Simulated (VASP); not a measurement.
Input of a VASP 6.6.1 run:

File INCAR:

```
SYSTEM = BN
PREC = Accurate
ENCUT = 520
EDIFF = 1E-7
ISMEAR = 0
SIGMA = 0.05
LREAL = .FALSE.
LASPH = .TRUE.
NELM = 100
ALGO = Normal
ISIF = 2
LWAVE = .FALSE.
LCHARG = .FALSE.
GGA = PS
NBANDS = 16
```

Contents of KPOINTS:

```
Automatic mesh
0
G
  12 12 4
  0 0 0
```

File POSCAR:

```
BN
1.0
    2.7068181878      0.0000000000      0.0000000000
   -1.3534090939      2.3441733141      0.0000000000
    0.0000000000      0.0000000000      6.7407893331
B N
2 2
Direct
    0.3333333333      0.6666666667      0.2500000000
    0.6666666667      0.3333333333      0.7500000000
    0.3333333333      0.6666666667      0.7500000000
    0.6666666667      0.3333333333      0.2500000000
```

Potentials or basis: VASP PAW PBE potentials, release 64 (B, N).

Launch:

```console
$ cat potpaw_PBE.64/B/POTCAR potpaw_PBE.64/N/POTCAR > POTCAR
$ mpirun -np 1 vasp_std > vasp.out
```

(1) Predict the band gap on the k mesh.

(2) Predict the pressure.

## Answers

(1) 3.76 eV, indirect (least direct gap 4.00 eV).

(2) -38.9 GPa.

Caveat: the PAW data sets were made with another functional, which shifts forces and pressure a little; this functional lacks dispersion, which binds the layers, so the pressure and a relaxed spacing across them are unreliable.
